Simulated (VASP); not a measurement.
# Ti (P6/mmm) in VASP: further runs

Runs on Ti. Level: r2SCAN. Tasks: single point.

Program: VASP 6.6.1. These are calculated values, not measurements. Logs are shortened: lines on timing, memory, paths and dates and some standing lists are left out, and cuts for length are marked.

**1. The cell of the first run**

Symmetry: P6/mmm, No. 191, hexagonal system. The conventional cell has a = 4.568 Å, b = 4.568 Å, c = 2.740 Å, α = 90.00°, β = 90.00°, γ = 120.00°. Ti (site symmetry 6/mmm) has 14 Ti at 2.74 to 2.97 Å within 3.6 Å. Within 3.5 Å of Ti (site symmetry -6m2) lie 11 Ti at 2.64 to 2.97 Å.

**2. Single point, r2SCAN (strain along c alone, the other axes held: -3.0 %)**

POSCAR reads:

```
Ti
1.0
    4.5680217014      0.0000000000      0.0000000000
   -2.2840108507      3.9560228385      0.0000000000
    0.0000000000      0.0000000000      2.7398260495
Ti
3
Direct
    0.0000000000      0.0000000000      0.0000000000
    0.3333333333      0.6666666667      0.5000000000
    0.6666666667      0.3333333333      0.5000000000
```

INCAR.step1 reads:

```
PREC     = Accurate       # precision mode
ENCUT    = 520            # plane-wave cutoff, eV
ISMEAR   = 0              # smearing method
SIGMA    = 0.1            # smearing width, eV
LREAL    = False          # projectors in reciprocal space
LASPH    = True           # aspherical terms in the spheres
NELM     = 60             # most SCF steps
NBANDS   = 25             # bands
GGA      = PE             # functional
ALGO     = Normal         # electronic algorithm
EDIFF    = 1E-4           # SCF threshold, eV
LWAVE    = True           # write WAVECAR
LCHARG   = False          # write CHGCAR
```

INCAR.step2 reads:

```
PREC     = Accurate       # precision mode
ENCUT    = 520            # plane-wave cutoff, eV
EDIFF    = 1E-7           # SCF threshold, eV
ISMEAR   = 0              # smearing method
SIGMA    = 0.1            # smearing width, eV
LREAL    = False          # projectors in reciprocal space
LASPH    = True           # aspherical terms in the spheres
NELM     = 60             # most SCF steps
ALGO     = Normal         # electronic algorithm
ISIF     = 2              # what is computed and relaxed
LWAVE    = False          # write WAVECAR
LCHARG   = False          # write CHGCAR
METAGGA  = R2SCAN         # meta-GGA
LMIXTAU  = True         
NBANDS   = 25             # bands
ISTART   = 1
```

KPOINTS reads:

```
Automatic mesh
0
Gamma
  12 12 18
```

Potentials or basis: VASP PAW PBE potentials, release 64 (Ti_sv).

On the command line:

```
$ cat potpaw_PBE.64/Ti_sv/POTCAR > POTCAR
$ cp INCAR.step1 INCAR
$ mpirun -np 1 vasp_std > vasp.out
$ cp INCAR.step2 INCAR
$ mpirun -np 1 vasp_std > vasp.out
```

OUTCAR:

```text
PREC = Accurate
   ENCUT = 520
   EDIFF = 1E-7
   ISMEAR = 0
   LREAL = False
   LASPH = True
   NELM = 60
   ISIF = 2
   METAGGA = R2SCAN
   ISTART = 1

 ion  position               nearest neighbor table
   1  0.000  0.000  0.000-
   2  0.333  0.667  0.500-   3 2.64   3 2.64   3 2.64
   3  0.667  0.333  0.500-   2 2.64   2 2.64   2 2.64

  LATTYP: Found a hexagonal cell.
 ALAT       =     4.5680217014
 C/A-ratio  =     0.5997839390

  Lattice vectors:

 A1 = (   4.5680217014,   0.0000000000,   0.0000000000)
 A2 = (  -2.2840108507,   3.9560228385,   0.0000000000)
 A3 = (   0.0000000000,   0.0000000000,   2.7398260495)

Analysis of symmetry for initial positions (statically):
=====================================================================
 Subroutine PRICEL returns:
 Original cell was already a primitive cell.

 Routine SETGRP: Setting up the symmetry group for a
 hexagonal supercell.

 Subroutine GETGRP returns: Found 24 space group operations
 (whereof 24 operations were pure point group operations)
 out of a pool of 24 trial point group operations.

The static configuration has the point symmetry D_6h.

Analysis of symmetry for dynamics (positions and initial velocities):
=====================================================================
 Subroutine PRICEL returns:
 Original cell was already a primitive cell.

 Routine SETGRP: Setting up the symmetry group for a
 hexagonal supercell.

 Subroutine GETGRP returns: Found 24 space group operations
 (whereof 24 operations were pure point group operations)
 out of a pool of 24 trial point group operations.

The dynamic configuration has the point symmetry D_6h.

 Subroutine INISYM returns: Found 24 space group operations
 (whereof 24 operations are pure point group operations),
 and found     1 'primitive' translations

----------------------------------------------------------------------------------------

                                     Primitive cell

  volume of cell :      49.5119

  direct lattice vectors                    reciprocal lattice vectors
     4.568021701  0.000000000  0.000000000     0.218913146  0.126389564  0.000000000
    -2.284010851  3.956022839  0.000000000     0.000000000  0.252779127  0.000000000
     0.000000000  0.000000000  2.739826049     0.000000000  0.000000000  0.364986675

  length of vectors
     4.568021701  4.568021701  2.739826049     0.252779127  0.252779127  0.364986675

  position of ions in fractional coordinates (direct lattice)
     0.000000000  0.000000000  0.000000000
     0.333333333  0.666666667  0.500000000
     0.666666667  0.333333333  0.500000000

  ion indices of the primitive-cell ions
   primitive index   ion index
                 1           1
                 2           2
                 3           3

----------------------------------------------------------------------------------------

 KPOINTS: Automatic mesh

Automatic generation of k-mesh.
 Grid dimensions read from file:
 generate k-points for:   12   12   18

 Generating k-lattice:

  Cartesian coordinates                     Fractional coordinates (reciprocal lattice)
     0.018242762  0.010532464  0.000000000     0.083333333  0.000000000  0.000000000
     0.000000000  0.021064927  0.000000000     0.000000000  0.083333333  0.000000000
     0.000000000  0.000000000  0.020277038     0.000000000  0.000000000  0.055555556

  Length of vectors
     0.021064927  0.021064927  0.020277038

  Shift w.r.t. Gamma in fractional coordinates (k-lattice)
     0.000000000  0.000000000  0.000000000

 Subroutine IBZKPT returns following result:
 ===========================================

 Found    190 irreducible k-points:

 Following reciprocal coordinates:
            Coordinates               Weight
  0.000000  0.000000  0.000000      1.000000
  0.083333  0.000000  0.000000      6.000000
  0.166667 -0.000000  0.000000      6.000000
  0.250000 -0.000000  0.000000      6.000000
  0.333333 -0.000000  0.000000      6.000000
  0.416667 -0.000000  0.000000      6.000000
[... 16 lines left out ...]
  0.250000 -0.000000  0.055556     12.000000
  0.333333 -0.000000  0.055556     12.000000
 [... further k-points ...]
   k-points           NKPTS =    190   k-points in BZ     NKDIM =    190   number of bands    NBANDS=     25
   number of dos      NEDOS =    301   number of ions     NIONS =      3
   total plane-waves  NPLWV =  25920
   dimension x,y,z NGX =    36 NGY =   36 NGZ =   20
   dimension x,y,z NGXF=    72 NGYF=   72 NGZF=   40
   ions per type =               3
   NGX,Y,Z   is equivalent  to a cutoff of  13.10, 13.10, 12.14 a.u.
   NGXF,Y,Z  is equivalent  to a cutoff of  26.20, 26.20, 24.27 a.u.
 SYSTEM =  unknown system
   PREC   = accura    normal or accurate (medium, high low for compatibility)
   ISTART =      1    job   : 0-new  1-cont  2-samecut
   ICHARG =      0    charge: 1-file 2-atom 10-const
   ISPIN  =      1    spin polarized calculation?
   LNONCOLLINEAR =      F non collinear calculations
   LSORBIT =      F    spin-orbit coupling
   LASPH  =      T    aspherical Exc in radial PAW
   ENCUT  =  520.0 eV  38.22 Ry    6.18 a.u.   8.49  8.49  5.09*2*pi/ulx,y,z
   NELM   =     60;   NELMIN=  2; NELMDL=  0     # of ELM steps
   EDIFF  = 0.1E-06   stopping-criterion for ELM
   LREAL  =      F    real-space projection
   EDIFFG = 0.1E-05   stopping-criterion for IOM
   NSW    =      0    number of steps for IOM
   IBRION =     -1    ionic relax: 0-MD 1-quasi-New 2-CG
   NFREE  =      0    steps in history (QN), initial steepest desc. (CG)
   ISIF   =      2    stress and relaxation
   ISYM   =      2    0-nonsym 1-usesym 2-fastsym
   POTIM  = 0.5000    time-step for ionic-motion
   TEBEG  =    0.0;   TEEND  =   0.0 temperature during run
   PSTRESS=    0.0 pullay stress
   NELECT =      36.0000    total number of electrons
   NUPDOWN=      -1.0000    fix difference up-down
   EMIN   =  10.00;   EMAX   =-10.00  energy-range for DOS
   EFERMI =   0.00;   METHOD = LEGACY
   ISMEAR =     0;   SIGMA  =   0.10  broadening in eV -4-tet -1-fermi 0-gaus
   EFERMI_NEDOS =   21; number of points for ismear=-14 and -15
   IALGO  =     38    algorithm
   IMIX   =      4    mixing-type and parameters
     AMIX     =   0.40;   BMIX     =  1.00
     AMIX_MAG =   1.60;   BMIX_MAG =  1.00
  volume/ion in A,a.u.               =      16.50       111.37
  Fermi-wavevector in a.u.,A,eV,Ry     =   1.472106  2.781877 29.485123  2.167095
  Thomas-Fermi vector in A             =   2.587161
   LORBIT       =      0    0 simple, 1 ext, 2 COOP (PROOUT), +10 PAW based schemes
   METAGGA = R2SCAN    functional components
   LHFCALC =     F    Hartree Fock is set to
   AEXX    =    0.0000 exact exchange contribution
   IVDW    =     0    specifies the selected vdW correction
   LEPSILON=     F    determine dielectric tensor
   LRPA    =     F    only Hartree local field effects (RPA)
 non-spin polarized calculation
 Gauss-broadening in eV      SIGMA  =   0.10
  energy-cutoff  :      520.00
  volume of cell :       49.51
 maximum number of plane-waves:      1366
 NGX is ok and might be reduce to    36
   NGX = 17   NGY = 17   NGZ = 11

 number of electron      36.0000010 magnetization

 Free energy of the ion-electron system (eV)
  ---------------------------------------------------
  ext. energy  EPLUGINS =         0.00000000
  ---------------------------------------------------
  free energy    TOTEN  =       -38.85844480 eV

  energy without entropy =      -38.84809515  energy(sigma->0) =      -38.85326997

 E-fermi :   8.7966     XC(G=0): -12.6656

 val. band max:        8.7923200654   @ k =   0.0000   0.0000   0.0556
 cond. band min:       8.8035665460   @ k =   0.0833   0.0000   0.0000
 fundamental gap:      0.0112464806
 Fermi energy:         8.7966303595

 k-point     1 :       0.0000    0.0000    0.0000
  band No.  band energies     occupation
      1     -50.3439      2.00000
      2     -50.1058      2.00000
      3     -49.9418      2.00000
      4     -25.6208      2.00000
      5     -25.6207      2.00000
      6     -25.5591      2.00000
[... 17 lines left out ...]
     24      11.0391      0.00000
     25      11.1764      0.00000

 k-point     2 :       0.0833    0.0000    0.0000
  band No.  band energies     occupation
      1     -50.3424      2.00000
      2     -50.1046      2.00000
      3     -49.9447      2.00000
      4     -25.6613      2.00000
      5     -25.6545      2.00000
      6     -25.5172      2.00000
[... 17 lines left out ...]
     24      10.8917      0.00000
     25      11.3691      0.00000

 k-point     3 :       0.1667   -0.0000    0.0000
  band No.  band energies     occupation
      1     -50.3384      2.00000
      2     -50.1006      2.00000
      3     -49.9530      2.00000
      4     -25.7172      2.00000
      5     -25.6844      2.00000
      6     -25.4576      2.00000
[... 17 lines left out ...]
     24      10.7708      0.00000
     25      11.6181      0.00000

 k-point     4 :       0.2500   -0.0000    0.0000
  band No.  band energies     occupation
      1     -50.3330      2.00000
      2     -50.0935      2.00000
      3     -49.9659      2.00000
      4     -25.7662      2.00000
      5     -25.6870      2.00000
      6     -25.4030      2.00000
[... 17 lines left out ...]
     24      10.7814      0.00000
     25      11.8596      0.00000
[... 477 lines left out ...]
 k-point    22 :       0.1667   -0.0000    0.0556
  band No.  band energies     occupation
      1     -50.3355      2.00000
      2     -50.0985      2.00000
      3     -49.9506      2.00000
      4     -25.7122      2.00000
      5     -25.6801      2.00000
      6     -25.4562      2.00000
[... 17 lines left out ...]
     24      10.7408      0.00000
     25      11.6580      0.00000

 k-point    23 :       0.2500   -0.0000    0.0556
  band No.  band energies     occupation
      1     -50.3302      2.00000
      2     -50.0913      2.00000
      3     -49.9635      2.00000
      4     -25.7607      2.00000
      5     -25.6830      2.00000
      6     -25.4026      2.00000
[... 17 lines left out ...]
     24      10.7743      0.00000
     25      11.9046      0.00000

 k-point    24 :       0.3333   -0.0000    0.0556
  band No.  band energies     occupation
      1     -50.3251      2.00000
      2     -50.0813      2.00000
      3     -49.9791      2.00000
      4     -25.7980      2.00000
      5     -25.6578      2.00000
      6     -25.3619      2.00000
[... 17 lines left out ...]
     24      11.1124      0.00000
     25      11.8813      0.00000

 [... further k-points ...]

------------------------ aborting loop because EDIFF is reached ----------------------------------------

  FORCE on cell =-STRESS in cart. coord.  units (eV):
  Direction    XX          YY          ZZ          XY          YZ          ZX
  --------------------------------------------------------------------------------------
  -------------------------------------------------------------------------------------
  Total        0.6729699      0.6729699      2.8716623      0.0000000      0.0000000     -0.0000000
  in kB       21.7769115     21.7769115     92.9253088      0.0000000      0.0000000     -0.0000000
  external PRESSURE =      45.4930439 kB  Pullay stress =       0.0000000 kB

 VOLUME and BASIS-vectors are now :
 -----------------------------------------------------------------------------
  energy-cutoff  :      520.00
  volume of cell :       49.51
      direct lattice vectors                 reciprocal lattice vectors
     4.568021701  0.000000000  0.000000000     0.218913146  0.126389564  0.000000000
    -2.284010851  3.956022839  0.000000000     0.000000000  0.252779127  0.000000000
     0.000000000  0.000000000  2.739826049     0.000000000  0.000000000  0.364986675

 POSITION                                       TOTAL-FORCE (eV/Angst)
 -----------------------------------------------------------------------------------
      0.00000      0.00000      0.00000         0.000000      0.000000      0.000000
     -0.00000      2.63735      1.36991         0.000000     -0.000000     -0.000000
      2.28401      1.31867      1.36991        -0.000000      0.000000      0.000000
 -----------------------------------------------------------------------------------
    total drift:                                0.000000      0.000000     -0.000000

  FREE ENERGIE OF THE ION-ELECTRON SYSTEM (eV)
  ---------------------------------------------------
  free  energy   TOTEN  =       -38.8584448008 eV

  energy  without entropy=      -38.8480951479  energy(sigma->0) =      -38.85326997
```

Wall time 6.4 min (1 thread of Intel Xeon 6975P-C (Granite Rapids), shared host); peak memory 0.3 GiB.

What came out:

- Free energy: -38.8584 eV
- Pressure: 4.5 GPa
- Band gap on the k mesh: zero (band 18 reaches 8.92 eV, above the bottom of band 19 at 8.69 eV)

Stress tensor (GPa, compression positive):
```
2.18 0.00 0.00
0.00 2.18 0.00
0.00 0.00 9.29
```

Levels at points of the mesh, in eV from the Fermi level:
```csv
k point,band 14,band 15,band 16,band 17,band 18,band 19,band 20,band 21,band 22,band 23
"(0.00, 0.00, 0.00)",-2.05,-0.82,-0.82,-0.80,-0.80,-0.11,0.68,1.48,1.48,2.24
"(0.50, 0.00, 0.00)",-3.88,-2.82,-0.43,-0.42,-0.41,0.04,0.52,0.92,1.48,2.36
"(0.00, 0.00, 0.50)",-2.28,-2.20,-1.82,-1.82,-1.76,1.07,1.07,1.53,1.53,3.31
"(0.50, 0.00, 0.50)",-2.26,-1.92,-1.32,-0.78,-0.58,0.46,1.04,1.13,1.27,2.50
```

Caveat: the cell differs from its parent crystal (strain along c alone, the other axes held: -3.0 %); the PAW data sets were made with another functional, which shifts forces and pressure a little.

(Continued in part 2 of 3.)
